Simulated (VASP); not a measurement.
Set up this calculation in VASP 6.6.1, as the native input.

```
Task                   : single point
Functional             : r2SCAN
Potentials or basis    : VASP PAW PBE potentials, release 64 (Bi_d, Te)
Cutoff                 : 520 eV
k mesh                 : 7 × 7 × 7
Occupations            : fermi-dirac, width 0.05 eV
Spin                   : no spin polarisation
Dipole correction      : no
Further INCAR settings : ALGO = Normal; EDIFF = 1e-06; NBANDS = 18
```

The system is BiTe.

```
Bi Te
1.0
     0.00000    3.16896    3.16896
     3.16896    0.00000    3.16896
     3.16896    3.16896    0.00000
Bi Te
1 1
Cartesian
  0.0000 0.0000 0.0000
  3.1690 3.1690 3.1690
```

These files were run (other wordings do the same):

POSCAR

```
BiTe
1.0
    0.0000000000      3.1689610617      3.1689610617
    3.1689610617      0.0000000000      3.1689610617
    3.1689610617      3.1689610617      0.0000000000
Bi Te
1 1
Direct
    0.0000000000      0.0000000000      0.0000000000
    0.5000000000      0.5000000000      0.5000000000
```

INCAR.step1

```
PREC     = Accurate       # precision mode
ENCUT    = 520            # plane-wave cutoff, eV
ISMEAR   = -1             # smearing method
SIGMA    = 0.05           # smearing width, eV
LREAL    = F              # projectors in reciprocal space
LASPH    = T              # aspherical terms in the spheres
NELM     = 100            # most SCF steps
NBANDS   = 18             # bands
GGA      = PE             # functional
ALGO     = Normal         # electronic algorithm
EDIFF    = 1E-4           # SCF threshold, eV
LWAVE    = T              # write WAVECAR
LCHARG   = F              # write CHGCAR
```

INCAR.step2

```
PREC     = Accurate       # precision mode
ENCUT    = 520            # plane-wave cutoff, eV
EDIFF    = 1E-6           # SCF threshold, eV
ISMEAR   = -1             # smearing method
SIGMA    = 0.05           # smearing width, eV
LREAL    = F              # projectors in reciprocal space
LASPH    = T              # aspherical terms in the spheres
NELM     = 100            # most SCF steps
ALGO     = Normal         # electronic algorithm
ISIF     = 2              # what is computed and relaxed
LWAVE    = F              # write WAVECAR
LCHARG   = F              # write CHGCAR
METAGGA  = R2SCAN         # meta-GGA
LMIXTAU  = T            
NBANDS   = 18             # bands
ISTART   = 1
```

KPOINTS

```
Automatic mesh
0
Gamma
  7 7 7
```

Potentials or basis: VASP PAW PBE potentials, release 64 (Bi_d, Te).

Launch:

```bash
$ cat potpaw_PBE.64/Bi_d/POTCAR potpaw_PBE.64/Te/POTCAR > POTCAR
$ cp INCAR.step1 INCAR
$ mpirun -np 1 vasp_std > vasp.out
$ cp INCAR.step2 INCAR
$ mpirun -np 1 vasp_std > vasp.out
```

It gave:

- Pressure: 3.7 GPa
- Band gap on the k mesh: zero (an odd number of electrons rules out a gap without spin polarisation)

Caveat: the cell stands under pressure; the PAW data sets were made with another functional, which shifts forces and pressure a little; spin-orbit coupling is left out, which moves the levels of the heavy elements.

Run time: 2.2 min on 1 thread of Intel Xeon 8259CL, on a shared host, peak memory 0.22 GiB.
